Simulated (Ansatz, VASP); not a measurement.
Two plane-wave programs on MgO

INCAR

```
  PREC = Accurate
  ENCUT = 840
  EDIFF = 1E-7
  ISMEAR = 0
  SIGMA = 0.01
  LREAL = False
  LASPH = True
  NELM = 120
  ALGO = Normal
  ISIF = 3
  LWAVE = False
  LCHARG = False
  GGA = CA
  IBRION = 2
  NSW = 80
  EDIFFG = -0.001
  GGA_COMPAT = False
  NELMIN = 4
```

File KPOINTS:

```
regular mesh
0
Gamma
  10 10 10
```

The input POSCAR:

```
MgO
1.0
    0.0000000000      2.0796058485      2.0796058485
    2.0796058485      0.0000000000      2.0796058485
    2.0796058485      2.0796058485      0.0000000000
Mg O
1 1
Direct
    0.0000000000      0.0000000000      0.0000000000
    0.5000000000      0.5000000000      0.5000000000
```

Input for Ansatz:

```yaml
crystal:
  lattice:
    - [0.0, 2.0796058485, 2.0796058485]
    - [2.0796058485, 0.0, 2.0796058485]
    - [2.0796058485, 2.0796058485, 0.0]
  atoms:
    - { symbol: Mg, position: [0.0, 0.0, 0.0] }
    - { symbol: O, position: [0.5, 0.5, 0.5] }
basis:
  ecutwfc: 420
kpoints:
  mp_grid: { grid: [10, 10, 10] }
hamiltonian:
  xc: lda
scf:
  occupations: { method: fixed }
output:
  forces: true
  stress: true
  eigenvalues: true
relax:
  adjacent_minimum: "off"
  f_tol: 0.001
  max_steps: 60
  cell: { stress_tol: 0.01 }
```

Alike in both runs: task relaxation of cell and atoms; functional LDA; k mesh 10 × 10 × 10; no spin polarisation.

|  | VASP | Ansatz |
| --- | --- | --- |
| version | VASP 6.6.1 | Ansatz 0.2.0 |
| potentials or method | VASP PAW LDA potentials, release 64 (Mg_sv, O), cutoff 840 eV | scalar-relativistic, plane waves, PAW |
| occupations | gaussian, width 0.01 eV | fixed |
| valence electrons in the cell | 16 | 16 |

|  | VASP | Ansatz | Ansatz less VASP |
| --- | --- | --- | --- |
| gap on the k mesh at the Fermi level, each at its own relaxed structure (eV) | 5.01 | 5.03 | +0.028 |
| relaxed volume (Å³/atom) | 9.03 | 8.99 | -0.034 |
| relaxed length of the cell vector where the two differ most in proportion (Å) | 2.945 | 2.941 | -0.0037 |

LDA's correlation is that of Perdew and Zunger in VASP and of Perdew and Wang (1992) in Ansatz.
